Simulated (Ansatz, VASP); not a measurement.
# Two plane-wave programs on W

```
W
1.0
    -1.59730    1.59730    1.51744
     1.59730   -1.59730    1.51744
     1.59730    1.59730   -1.51744
W
1
Direct
  0.00000 0.00000 0.00000
```

Change from the starting cell: strain +0.000 along x and y, -0.050 along z, atoms carried along.

Alike in both runs: task single point; functional PBE; k mesh 20 × 20 × 20; occupations fermi-dirac, width 0.4 eV; no spin polarisation.

|  | VASP | Ansatz |
| --- | --- | --- |
| version | VASP 6.6.1 | Ansatz 0.2.0 |
| potentials or method | VASP PAW PBE potentials, release 64 (W_sv), cutoff 520 eV | scalar-relativistic, plane waves, PAW |
| valence electrons in the cell | 14 | 14 |

Ansatz gave:

* gap on the k mesh at the Fermi level (eV): none
* pressure (GPa): 15.1
* traceless stress, the component that is largest in VASP (GPa): 10.59

Q: Which values does VASP return?

A: gap on the k mesh at the Fermi level (eV): none; pressure (GPa): 15.8; traceless stress, the component that is largest in VASP (GPa): 10.59.

A gap of «none» marks a metal or a gap that the smearing closes.

Spin-orbit coupling is off throughout.
